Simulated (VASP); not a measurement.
Here is a VASP 6.6.1 calculation.

Contents of INCAR:

```
SYSTEM = SiC2
PREC     = Accurate       ! precision mode
ENCUT    = 600            ! plane-wave cutoff, eV
EDIFF    = 1E-6           ! SCF threshold, eV
ISMEAR   = 0              ! smearing method
SIGMA    = 0.1            ! smearing width, eV
LREAL    = .FALSE.        ! projectors in reciprocal space
LASPH    = .TRUE.         ! aspherical terms in the spheres
NELM     = 100            ! most SCF steps
ALGO     = Normal         ! electronic algorithm
ISIF     = 3              ! what is computed and relaxed
LWAVE    = .FALSE.        ! write WAVECAR
LCHARG   = .FALSE.        ! write CHGCAR
GGA      = PE             ! functional
IBRION   = 2              ! ionic algorithm
NSW      = 100            ! ionic steps
EDIFFG   = -0.01          ! ionic threshold
```

The input KPOINTS:

```
Automatic mesh
0
G
  18 18 4
  0 0 0
```

The input POSCAR:

```
SiC2
1.0
    2.5597107718      0.0000000000      0.0000000000
   -1.2798553859      2.2167745547      0.0000000000
    0.0000000000      0.0000000000      8.9153470245
Si C
2 4
Direct
    0.3333333333      0.6666666667      0.2500000000
    0.6666666667      0.3333333333      0.7500000000
    0.3333333333      0.6666666667      0.0238893972
    0.3333333333      0.6666666667      0.4761106028
    0.6666666667      0.3333333333      0.9761106028
    0.6666666667      0.3333333333      0.5238893972
```

Potentials or basis: VASP PAW PBE potentials, release 64 (Si, C).

Run with:

```console
$ cat potpaw_PBE.64/Si/POTCAR potpaw_PBE.64/C/POTCAR > POTCAR
$ mpirun -np 1 vasp_std > vasp.out
```

Problem. Predict the relaxed volume.

Solution. 8.41 Å³/atom.

Problem. What does it give for the space group after relaxing (to 0.05 Å)?

Solution. P6_3/mmc (No. 194).

Step by step:
```
step  energy change (eV)  largest force (eV/Å)  pressure (GPa)  volume (Å³)
   1              0.0000                0.0130           -1.13        50.59
   2             -0.0054                0.1475            2.16        50.14
   3             -0.0145                0.0918            0.61        50.34
   4             -0.0152                0.0428           -0.17        50.53
   5             -0.0153                0.0035            0.05        50.48
```
